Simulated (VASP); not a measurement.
Runs of VASP 6.6.1 on Sb. The structure is that of space group P6_3/mmc (No. 194), or close to it. The cells are those of the table. This isn't the form of Sb at room conditions, which is rhombohedral.

```csv
cell,gap on the mesh (eV),pressure (GPa)
"a = 3.472, b = 3.472, c = 11.776 Å, angles 90.0, 90.0, 120.0°, 4 atoms",none,-5.3
"a = 3.343, b = 3.343, c = 11.340 Å, angles 90.0, 90.0, 120.0°, 4 atoms",none,(a)
"a = 3.430, b = 3.430, c = 11.634 Å, angles 90.0, 90.0, 120.0°, 4 atoms",none,-3.9
"a = 3.387, b = 3.387, c = 11.489 Å, angles 90.0, 90.0, 120.0°, 4 atoms",none,-2.2
"a = 3.251, b = 3.251, c = 11.029 Å, angles 90.0, 90.0, 120.0°, 4 atoms",none,5.9
"a = 3.204, b = 3.204, c = 10.867 Å, angles 90.0, 90.0, 120.0°, 4 atoms",none,(b)
"a = 3.298, b = 3.298, c = 11.186 Å, angles 90.0, 90.0, 120.0°, 4 atoms",none,2.5
```

Alike in all rows: task single point; level PBE; potentials or basis VASP PAW PBE potentials, release 64 (Sb); no spin polarisation; k mesh 14 × 14 × 4; cutoff (eV) 520; smearing fermi-dirac 0.1 eV.

Task: Estimate the missing entries.

Result: (a) -0.1; (b) 10.1.

Caveats: spin-orbit coupling is left out, which moves the levels of the heavy elements; the cell stands under tension (at least some runs); the cell stands under pressure (at least some runs).

A k mesh can miss the band edges, and the runs leave out spin-orbit coupling on Sb.

A gap of «none» marks levels without a gap at the run's occupations.
